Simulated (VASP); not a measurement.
Write the native input for VASP 6.6.1 that does the following.

* Task: electric field gradients
* Functional: PBE
* Potentials or basis: VASP PAW PBE potentials, release 64 (Ti_sv, N)
* Cutoff: 520 eV
* k mesh: 10 × 10 × 10
* Occupations: fermi-dirac, width 0.05 eV
* Spin: no spin polarisation
* Dipole correction: no
* Further INCAR settings: ALGO = Normal; EDIFF = 1e-08; NBANDS = 16

The structure of TiN lies in POSCAR:

```
TiN
1.0
    0.0000000000      2.1220000000      2.1220000000
    2.1220000000      0.0000000000      2.1220000000
    2.1220000000      2.1220000000      0.0000000000
Ti N
1 1
Direct
    0.0000000000      0.0000000000      0.0000000000
    0.5000000000      0.5000000000      0.5000000000
```

One way to write it, as run:

INCAR

```
ALGO = Normal ; EDIFF = 1E-8
ENCUT = 520 ; GGA = PE
ISIF = 2 ; ISMEAR = -1
LASPH = T ; LCHARG = F
LEFG = T ; LREAL = F
LWAVE = F ; NBANDS = 16
NELM = 80 ; PREC = Accurate
SIGMA = 0.05
```

KPOINTS

```
k-points
0
Gamma
  10 10 10
```

Potentials or basis: VASP PAW PBE potentials, release 64 (Ti_sv, N).

Command:

```sh
$ cat potpaw_PBE.64/Ti_sv/POTCAR potpaw_PBE.64/N/POTCAR > POTCAR
$ mpirun -np 1 vasp_std > vasp.out
```

Results of the run:

```yaml
Pressure: 1.0 GPa
```

Caveat: without QUAD_EFG the Cq values of the log hold for a quadrupole moment of 1 mb, not for the nuclei.

Run time: 14 s on 1 thread of Intel(R) Xeon(R) 6975P-C (Granite Rapids) (shared host), peak memory 0.14 GiB.
